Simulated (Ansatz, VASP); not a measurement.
## Two plane-wave programs on Te

```
Te
1.0
     4.54825    0.00000    0.00000
     0.00000    9.02362    0.00000
     0.00000    0.00000    3.19052
Te
4
Direct
  0.75123 0.12497 0.99993
  0.74877 0.62497 0.00007
  0.24877 0.87503 0.99993
  0.25123 0.37503 0.00007
```

Alike in both runs: functional PBE; k mesh 8 × 6 × 14; occupations gaussian, width 0.1 eV; no spin polarisation.

Ansatz relaxed the structure, and its values are those at the end. VASP's run is a single point on that final structure, the one shown.

```csv
,VASP,Ansatz
version,VASP 6.6.1,Ansatz 0.2.0
potentials or method,"VASP PAW PBE potentials, release 64 (Te), cutoff 520 eV","scalar-relativistic, plane waves, PAW"
valence electrons in the cell,24,64
```

```tsv
	VASP	Ansatz	Ansatz less VASP
gap on the k mesh at the Fermi level (eV)	none	none	-
pressure (GPa)	0.0	0.0	+0.04
```

A gap of «none» marks a metal or a gap that the smearing closes. VASP's potentials hold 24 valence electrons a cell and Ansatz's 64, so a difference there can come from the potentials and not from the codes.

Spin-orbit coupling is off throughout.
